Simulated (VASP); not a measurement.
Na4Y3N, 8 atoms in the cell. The structure is cubic, space group Pm-3m (No. 221). The conventional cell has a = 5.855 Å, b = 5.855 Å, c = 5.855 Å, α = 90.00°, β = 90.00°, γ = 90.00°. Within 3.9 Å of Na (site symmetry m-3m) lie 6 Na at 2.93 Å. Na (site symmetry 4/mmm) has 2 Na at 2.93 Å and 4 Y at 2.93 Å within 3.9 Å. Within 3.9 Å of Y (site symmetry 4/mmm) lie 4 Na at 2.93 Å and 2 N at 2.93 Å. Within 3.9 Å of N (site symmetry m-3m) lie 6 Y at 2.93 Å. 

- Program: VASP 6.6.1
- Task: single point
- Functional: PBE
- Potentials or basis: VASP PAW PBE potentials, release 64 (Na_pv, Y_sv, N)
- Cutoff: 520 eV
- k mesh: 4 × 4 × 4
- Occupations: gaussian, width 0.1 eV
- Spin: collinear spin, ferromagnetic start
- Starting moments: [0.0, 0.0, 0.0, 0.0, 0.0, 0.0, 0.0, 1.0] μB
- Dipole correction: no
- Further INCAR settings: ALGO = Normal; EDIFF = 1e-07; NBANDS = 47

Potentials or basis: VASP PAW PBE potentials, release 64 (Na_pv, Y_sv, N).

The run is started by

```console
$ cat potpaw_PBE.64/Na_pv/POTCAR potpaw_PBE.64/Y_sv/POTCAR potpaw_PBE.64/N/POTCAR > POTCAR
$ mpirun -np 1 vasp_std > vasp.out
```

Hardware: 1 thread of Oxide Virtual Turin-like Processor (shared host).

Question: Estimate the wall time of this run.

Answer: Run time: 7.9 min on 1 thread of Oxide Virtual Turin-like Processor (shared host), peak memory 0.45 GiB. Counts: scf iterations 20, k points 10.
